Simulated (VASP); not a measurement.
Wanted: the native input for a VASP 6.6.1 run.

```yaml
Task: single point
Functional: PBEsol
Potentials_or_basis: VASP PAW PBE potentials, release 64 (Si, O, N)
Cutoff: 520 eV
k_mesh: 2 × 2 × 1
Occupations: gaussian, width 0.02 eV
Spin: collinear spin, ferromagnetic start
Dipole_correction: no
Further_INCAR_settings: LREAL = Auto; ALGO = Normal; EDIFF = 1e-06; NBANDS = 120
```

The structure of Si12NO22 (a cell with a defect) lies in POSCAR:

```
Si12NO22
1.0
   -2.4581800000      4.2576930000      5.4084000000
    4.9163600000      0.0000000000      5.4084000000
    4.9163600000      8.5153850000      0.0000000000
Si O N
12 22 1
Direct
    0.0906367858      0.5635050851      0.9490587790
    0.4067645625      0.9281596604      0.0389578625
    0.0055091076      0.0111177260      0.2622265491
    0.0952963191      0.5780866891      0.4505972927
    0.4238678299      0.9345906820      0.5577418653
   -0.0093368133     -0.0041133085      0.7550924714
    0.6081704157      0.0657174390      0.2058574923
    0.9005953370      0.4395987626      0.2854744701
    0.5029118607      0.5083931041      0.5199619155
    0.5828921810      0.0508554201      0.6868648935
    0.8930741532      0.4276307199      0.7826327152
    0.4924974677      0.5005946076      0.0168358071
    0.3148312932      0.4678715234      0.9705004659
    0.9256279040      0.5182561606      0.1071943343
    0.9184250462      0.1997471445      0.3359982232
    0.1908952406      0.0503211461      0.1176032586
    0.5707526001      0.9644600070      0.0974880151
    0.5657777026      0.3063584821      0.1424913549
    0.3166819622      0.4885898490      0.4762594468
    0.9257926216      0.5205931258      0.6037678983
    0.9033624117      0.1905263433      0.8238271658
    0.1861344120      0.0355425096      0.6176772888
    0.5715823104      0.2920001077      0.6303327564
    0.8405493850      0.9742621834      0.2054521861
    0.4730545724      0.0168549904      0.3763283767
    0.4497623994      0.6904475416      0.5983151618
    0.6815895697      0.5491035580      0.3693612073
    0.0738879097      0.4871458626      0.3283726288
    0.0678751653      0.8179512799      0.3920954323
    0.4447263973      0.0064372764      0.8591436766
    0.4141262067      0.6913172853      0.0877670923
    0.6746114122      0.5383571481      0.8681491081
    0.0655650214      0.4619369481      0.8350298002
    0.0560559727      0.8044270230      0.8872974141
    0.8269645770      0.9368829169      0.6946968939
```

The input as run:

INCAR

```
PREC = Accurate ; ENCUT = 520
EDIFF = 1E-6 ; ISMEAR = 0
SIGMA = 0.02 ; LREAL = Auto
LASPH = T ; NELM = 150
ALGO = Normal ; ISIF = 2
LWAVE = F ; LCHARG = F
ISPIN = 2 ; MAGMOM = 0 0 0 0 0 0 0 0 0 0 0 0 0 0 0 0 0 0 0 0 0 0 0 0 0 0 0 0 0 0 0 0 0 0 1
LORBIT = 11 ; GGA = PS
NBANDS = 120
```

KPOINTS

```
regular mesh
0
Gamma
  2 2 1
```

Potentials or basis: VASP PAW PBE potentials, release 64 (Si, O, N).

Command:

```sh
$ cat potpaw_PBE.64/Si/POTCAR potpaw_PBE.64/O/POTCAR potpaw_PBE.64/N/POTCAR > POTCAR
$ mpirun -np 1 vasp_std > vasp.out
```

It gave:

```
Pressure                                              : 0.5 GPa
Largest force                                         : 0.081 eV/Å
Band gap on the k mesh                                : 0.73 eV
Net moment                                            : 1.00 μB per cell
Site moments                                          : Si -0.00, +0.00, -0.01 (each value once); O +0.00, -0.00, +0.03, +0.02, +0.04, +0.01 (each value once); N +0.53 μB
Valence electrons inside the program's atomic spheres : Si 1.65, 1.67, 1.60, 1.63, 1.62, 1.64 (each value once); O 5.23, 5.22, 5.21, 5.20, 5.24, 5.19 (each value once); N 3.72
```

Caveat: the k points lie up to 0.70 Å⁻¹ apart; semilocal functionals underestimate gaps, and a narrow one can read as zero; the PAW data sets were made with another functional, which shifts forces and pressure a little.

Run time: 21 min on 1 thread of Oxide Virtual Turin-like Processor, on a shared host, peak memory 0.82 GiB.
